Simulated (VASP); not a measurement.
A run of VASP 6.6.1:

File INCAR:

```
SYSTEM = PbF2
ALGO = Normal
EDIFF = 1E-6
EDIFFG = -0.001
ENCUT = 600
GGA = PE
IBRION = 2
ISIF = 3
ISMEAR = 0
IVDW = 12
LASPH = .True.
LCHARG = .False.
LREAL = .False.
LWAVE = .False.
NELM = 100
NSW = 80
PREC = Accurate
SIGMA = 0.01
```

The input KPOINTS:

```
k-points
0
Gamma
  8 8 8
  0 0 0
```

File POSCAR:

```
PbF2
1.0
    0.0000000000      2.9811928465      2.9811928465
    2.9811928465      0.0000000000      2.9811928465
    2.9811928465      2.9811928465      0.0000000000
Pb F
1 2
Direct
    0.0000000000      0.0000000000      0.0000000000
    0.2500000000      0.2500000000      0.2500000000
    0.7500000000      0.7500000000      0.7500000000
```

Potentials or basis: VASP PAW PBE potentials, release 64 (Pb_d, F).

Command:

```bash
$ cat potpaw_PBE.64/Pb_d/POTCAR potpaw_PBE.64/F/POTCAR > POTCAR
$ mpirun -np 1 vasp_std > vasp.out
```

Hardware: 1 thread of Intel(R) Xeon(R) Platinum 8259CL CPU @ 2.50GHz (Skylake/Cascade Lake), with other jobs on the host.

Task: How long does it take, and how much memory?

Result: It took 68 s on 1 thread of Intel(R) Xeon(R) Platinum 8259CL CPU @ 2.50GHz (Skylake/Cascade Lake), on a shared host, peak memory 0.23 GiB. Counts: scf iterations 28, k points 29, ion steps 4.
